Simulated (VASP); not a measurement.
# AlRh (Pm-3m) in VASP: single point with LDA

Aim: the single point of AlRh with LDA.

Program: VASP 6.6.1. These are calculated values, not measurements. Logs are shortened: lines on timing, memory, paths and dates and some standing lists are left out, and cuts for length are marked.

### 1 The cell of the first run

The structure is cubic, space group Pm-3m (No. 221). Conventional cell: a = 2.977 Å, b = 2.977 Å, c = 2.977 Å, α = 90.00°, β = 90.00°, γ = 90.00°. Al (site symmetry m-3m) has 8 Rh at 2.58 Å and 6 Al at 2.98 Å within 3.4 Å. Rh (site symmetry m-3m) has 8 Al at 2.58 Å and 6 Rh at 2.98 Å within 3.4 Å.

### 2 Single point, LDA

The input, INCAR:

```
  PREC = Accurate
  ENCUT = 520
  EDIFF = 1E-6
  ISMEAR = 1
  SIGMA = 0.1
  LREAL = F
  LASPH = T
  NELM = 100
  ALGO = Normal
  ISIF = 2
  LWAVE = F
  LCHARG = F
  NBANDS = 16
```

The input, KPOINTS:

```
Automatic mesh
0
Gamma
  8 8 8
```

The input, POSCAR:

```
AlRh
1.0
    2.9773220000      0.0000000000      0.0000000000
    0.0000000000      2.9773220000      0.0000000000
    0.0000000000      0.0000000000      2.9773220000
Al Rh
1 1
Direct
    0.0000000000      0.0000000000      0.0000000000
    0.5000000000      0.5000000000      0.5000000000
```

Potentials or basis: VASP PAW LDA potentials, release 64 (Al, Rh_pv).

Started as:

```
$ cat potpaw_LDA.64/Al/POTCAR potpaw_LDA.64/Rh_pv/POTCAR > POTCAR
$ mpirun -np 1 vasp_std > vasp.out
```

OUTCAR:

```text
PREC = Accurate
   ENCUT = 520
   EDIFF = 1E-6
   ISMEAR = 1
   LREAL = F
   LASPH = T
   NELM = 100
   ISIF = 2

 ion  position               nearest neighbor table
   1  0.000  0.000  0.000-   2 2.58   2 2.58   2 2.58   2 2.58   2 2.58   2 2.58   2 2.58   2 2.58

   2  0.500  0.500  0.500-   1 2.58   1 2.58   1 2.58   1 2.58   1 2.58   1 2.58   1 2.58   1 2.58

  LATTYP: Found a simple cubic cell.
 ALAT       =     2.9773220000

  Lattice vectors:

 A1 = (   2.9773220000,   0.0000000000,   0.0000000000)
 A2 = (   0.0000000000,   2.9773220000,   0.0000000000)
 A3 = (   0.0000000000,   0.0000000000,   2.9773220000)

Analysis of symmetry for initial positions (statically):
=====================================================================
 Subroutine PRICEL returns:
 Original cell was already a primitive cell.

 Routine SETGRP: Setting up the symmetry group for a
 simple cubic supercell.

 Subroutine GETGRP returns: Found 48 space group operations
 (whereof 48 operations were pure point group operations)
 out of a pool of 48 trial point group operations.

The static configuration has the point symmetry O_h .

Analysis of symmetry for dynamics (positions and initial velocities):
=====================================================================
 Subroutine PRICEL returns:
 Original cell was already a primitive cell.

 Routine SETGRP: Setting up the symmetry group for a
 simple cubic supercell.

 Subroutine GETGRP returns: Found 48 space group operations
 (whereof 48 operations were pure point group operations)
 out of a pool of 48 trial point group operations.

The dynamic configuration has the point symmetry O_h .

 Subroutine INISYM returns: Found 48 space group operations
 (whereof 48 operations are pure point group operations),
 and found     1 'primitive' translations

----------------------------------------------------------------------------------------

                                     Primitive cell

  volume of cell :      26.3923

  direct lattice vectors                    reciprocal lattice vectors
     2.977322000  0.000000000  0.000000000     0.335872304  0.000000000  0.000000000
     0.000000000  2.977322000  0.000000000     0.000000000  0.335872304  0.000000000
     0.000000000  0.000000000  2.977322000     0.000000000  0.000000000  0.335872304

  length of vectors
     2.977322000  2.977322000  2.977322000     0.335872304  0.335872304  0.335872304

  position of ions in fractional coordinates (direct lattice)
     0.000000000  0.000000000  0.000000000
     0.500000000  0.500000000  0.500000000

  ion indices of the primitive-cell ions
   primitive index   ion index
                 1           1
                 2           2

----------------------------------------------------------------------------------------

 KPOINTS: Automatic mesh

Automatic generation of k-mesh.
 Grid dimensions read from file:
 generate k-points for:    8    8    8

 Generating k-lattice:

  Cartesian coordinates                     Fractional coordinates (reciprocal lattice)
     0.041984038  0.000000000  0.000000000     0.125000000  0.000000000  0.000000000
     0.000000000  0.041984038  0.000000000     0.000000000  0.125000000  0.000000000
     0.000000000  0.000000000  0.041984038     0.000000000  0.000000000  0.125000000

  Length of vectors
     0.041984038  0.041984038  0.041984038

  Shift w.r.t. Gamma in fractional coordinates (k-lattice)
     0.000000000  0.000000000  0.000000000

 Subroutine IBZKPT returns following result:
 ===========================================

 Found     35 irreducible k-points:

 Following reciprocal coordinates:
            Coordinates               Weight
  0.000000  0.000000  0.000000      1.000000
  0.125000  0.000000  0.000000      6.000000
  0.250000  0.000000  0.000000      6.000000
  0.375000  0.000000  0.000000      6.000000
  0.500000  0.000000  0.000000      3.000000
  0.125000  0.125000  0.000000     12.000000
[... 16 lines left out ...]
  0.375000  0.375000  0.125000     24.000000
  0.500000  0.375000  0.125000     24.000000
 [... further k-points ...]
   k-points           NKPTS =     35   k-points in BZ     NKDIM =     35   number of bands    NBANDS=     16
   number of dos      NEDOS =    301   number of ions     NIONS =      2
   total plane-waves  NPLWV =  13824
   dimension x,y,z NGX =    24 NGY =   24 NGZ =   24
   dimension x,y,z NGXF=    48 NGYF=   48 NGZF=   48
   ions per type =               1   1
   NGX,Y,Z   is equivalent  to a cutoff of  13.40, 13.40, 13.40 a.u.
   NGXF,Y,Z  is equivalent  to a cutoff of  26.80, 26.80, 26.80 a.u.
 SYSTEM =  unknown system
   PREC   = accura    normal or accurate (medium, high low for compatibility)
   ISTART =      0    job   : 0-new  1-cont  2-samecut
   ICHARG =      2    charge: 1-file 2-atom 10-const
   ISPIN  =      1    spin polarized calculation?
   LNONCOLLINEAR =      F non collinear calculations
   LSORBIT =      F    spin-orbit coupling
   LASPH  =      T    aspherical Exc in radial PAW
   ENCUT  =  520.0 eV  38.22 Ry    6.18 a.u.   5.54  5.54  5.54*2*pi/ulx,y,z
   NELM   =    100;   NELMIN=  2; NELMDL= -5     # of ELM steps
   EDIFF  = 0.1E-05   stopping-criterion for ELM
   LREAL  =      F    real-space projection
   EDIFFG = 0.1E-04   stopping-criterion for IOM
   NSW    =      0    number of steps for IOM
   IBRION =     -1    ionic relax: 0-MD 1-quasi-New 2-CG
   NFREE  =      0    steps in history (QN), initial steepest desc. (CG)
   ISIF   =      2    stress and relaxation
   ISYM   =      2    0-nonsym 1-usesym 2-fastsym
   POTIM  = 0.5000    time-step for ionic-motion
   TEBEG  =    0.0;   TEEND  =   0.0 temperature during run
   PSTRESS=    0.0 pullay stress
   NELECT =      18.0000    total number of electrons
   NUPDOWN=      -1.0000    fix difference up-down
   EMIN   =  10.00;   EMAX   =-10.00  energy-range for DOS
   EFERMI =   0.00;   METHOD = LEGACY
   ISMEAR =     1;   SIGMA  =   0.10  broadening in eV -4-tet -1-fermi 0-gaus
   EFERMI_NEDOS =   21; number of points for ismear=-14 and -15
   IALGO  =     38    algorithm
   IMIX   =      4    mixing-type and parameters
     AMIX     =   0.40;   BMIX     =  1.00
     AMIX_MAG =   1.60;   BMIX_MAG =  1.00
  volume/ion in A,a.u.               =      13.20        89.05
  Fermi-wavevector in a.u.,A,eV,Ry     =   1.441031  2.723153 28.253438  2.076569
  Thomas-Fermi vector in A             =   2.559708
   LORBIT       =      0    0 simple, 1 ext, 2 COOP (PROOUT), +10 PAW based schemes
   GGA     = CA    functional components
   LHFCALC =     F    Hartree Fock is set to
   AEXX    =    0.0000 exact exchange contribution
   IVDW    =     0    specifies the selected vdW correction
   LEPSILON=     F    determine dielectric tensor
   LRPA    =     F    only Hartree local field effects (RPA)
 non-spin polarized calculation
 Methfessel and Paxton  Order N= 1 SIGMA  =   0.10
  energy-cutoff  :      520.00
  volume of cell :       26.39
 maximum number of plane-waves:       739
 NGX is ok and might be reduce to    24
   NGX = 11   NGY = 11   NGZ = 11

 number of electron      17.9999996 magnetization

 Free energy of the ion-electron system (eV)
  ---------------------------------------------------
  ext. energy  EPLUGINS =         0.00000000
  ---------------------------------------------------
  free energy    TOTEN  =       -15.08112188 eV

  energy without entropy =      -15.07908207  energy(sigma->0) =      -15.08044194

 E-fermi :  11.4923     XC(G=0): -12.8857

 val. band max:       11.4812620053   @ k =   0.5000   0.3750   0.2500
 cond. band min:      11.6053339569   @ k =   0.5000   0.2500   0.0000
 fundamental gap:      0.1240719516
 Fermi energy:        11.4923245231

 k-point     1 :       0.0000    0.0000    0.0000
  band No.  band energies     occupation
      1     -35.0635      2.00000
      2     -35.0635      2.00000
      3     -35.0635      2.00000
      4       0.6086      2.00000
      5       6.4612      2.00000
      6       6.4612      2.00000
[... 8 lines left out ...]
     15      25.1191      0.00000
     16      30.7709      0.00000

 k-point     2 :       0.1250    0.0000    0.0000
  band No.  band energies     occupation
      1     -35.0859      2.00000
      2     -35.0617      2.00000
      3     -35.0617      2.00000
      4       0.9035      2.00000
      5       6.5520      2.00000
      6       6.5551      2.00000
[... 8 lines left out ...]
     15      26.1253      0.00000
     16      29.2084      0.00000

 k-point     3 :       0.2500    0.0000    0.0000
  band No.  band energies     occupation
      1     -35.1397      2.00000
      2     -35.0572      2.00000
      3     -35.0572      2.00000
      4       1.7507      2.00000
      5       6.6049      2.00000
      6       6.7840      2.00000
[... 8 lines left out ...]
     15      26.7738      0.00000
     16      26.7738      0.00000

 k-point     4 :       0.3750    0.0000    0.0000
  band No.  band energies     occupation
      1     -35.1931      2.00000
      2     -35.0528      2.00000
      3     -35.0528      2.00000
      4       3.0400      2.00000
      5       5.9958      2.00000
      6       7.0372      2.00000
[... 8 lines left out ...]
     15      24.4147      0.00000
     16      24.4147      0.00000
[... 324 lines left out ...]
 k-point    22 :       0.5000    0.2500    0.1250
  band No.  band energies     occupation
      1     -35.2036      2.00000
      2     -35.1222      2.00000
      3     -35.0658      2.00000
      4       4.6333      2.00000
      5       5.8019      2.00000
      6       7.4215      2.00000
[... 8 lines left out ...]
     15      24.3299      0.00000
     16      26.5561      0.00000

 k-point    23 :       0.3750    0.3750    0.1250
  band No.  band energies     occupation
      1     -35.1768      2.00000
      2     -35.1754      2.00000
      3     -35.0631      2.00000
      4       4.3600      2.00000
      5       6.5119      2.00000
      6       7.5094      2.00000
[... 8 lines left out ...]
     15      24.0922      0.00000
     16      25.8927      0.00000

 k-point    24 :       0.5000    0.3750    0.1250
  band No.  band energies     occupation
      1     -35.1974      2.00000
      2     -35.1736      2.00000
      3     -35.0611      2.00000
      4       4.4840      2.00000
      5       6.7014      2.00000
      6       7.4002      2.00000
[... 8 lines left out ...]
     15      23.7311      0.00000
     16      27.1640      0.00000

 [... further k-points ...]
[... 5 lines left out ...]
  --------------------------------------------------------------------------------------
  -------------------------------------------------------------------------------------
  Total       -0.8882880     -0.8882880     -0.8882880     -0.0000000      0.0000000      0.0000000
  in kB      -53.9246006    -53.9246006    -53.9246006     -0.0000000      0.0000000      0.0000000
  external PRESSURE =     -53.9246006 kB  Pullay stress =       0.0000000 kB

 VOLUME and BASIS-vectors are now :
 -----------------------------------------------------------------------------
  energy-cutoff  :      520.00
  volume of cell :       26.39
      direct lattice vectors                 reciprocal lattice vectors
     2.977322000  0.000000000  0.000000000     0.335872304  0.000000000  0.000000000
     0.000000000  2.977322000  0.000000000     0.000000000  0.335872304  0.000000000
     0.000000000  0.000000000  2.977322000     0.000000000  0.000000000  0.335872304

 POSITION                                       TOTAL-FORCE (eV/Angst)
 -----------------------------------------------------------------------------------
      0.00000      0.00000      0.00000         0.000000      0.000000      0.000000
      1.48866      1.48866      1.48866         0.000000      0.000000      0.000000
 -----------------------------------------------------------------------------------
    total drift:                                0.000000     -0.000000     -0.000000

  FREE ENERGIE OF THE ION-ELECTRON SYSTEM (eV)
  ---------------------------------------------------
  free  energy   TOTEN  =       -15.0811218802 eV

  energy  without entropy=      -15.0790820677  energy(sigma->0) =      -15.08044194
```

Wall time 10 s (1 thread of Intel Xeon 8259CL, shared host); peak memory 0.14 GiB.

Results:

- Free energy: -15.0811 eV
- Pressure: -5.4 GPa
- Band gap on the k mesh: zero (band 9 reaches 13.45 eV, above the bottom of band 10 at 10.91 eV)
